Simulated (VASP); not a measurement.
Here is a VASP 6.6.1 calculation.

INCAR

```
SYSTEM = B
  PREC = Accurate
  ENCUT = 520
  EDIFF = 1E-6
  ISMEAR = 0
  SIGMA = 0.15
  LREAL = .False.
  LASPH = .True.
  NELM = 60
  ALGO = Normal
  ISIF = 2
  LWAVE = .False.
  LCHARG = .False.
  GGA = PS
  NBANDS = 8
```

KPOINTS

```
Automatic mesh
0
Gamma
  33 33 14
  0 0 0
```

Contents of POSCAR:

```
B
1.0
    1.7024335758      0.0000000000      0.0000000000
   -0.8512167879      1.4743507249      0.0000000000
    0.0000000000      0.0000000000      3.6354228500
B
1
Direct
    0.0000000000      0.0000000000      0.0000000000
```

Potentials or basis: VASP PAW PBE potentials, release 64 (B).

The run is started by

```bash
$ cat potpaw_PBE.64/B/POTCAR > POTCAR
$ mpirun -np 1 vasp_std > vasp.out
```

(1) What does it give for the pressure?

Results:

(1) 1.7 GPa.

Caveat: the PAW data sets were made with another functional, which shifts forces and pressure a little.
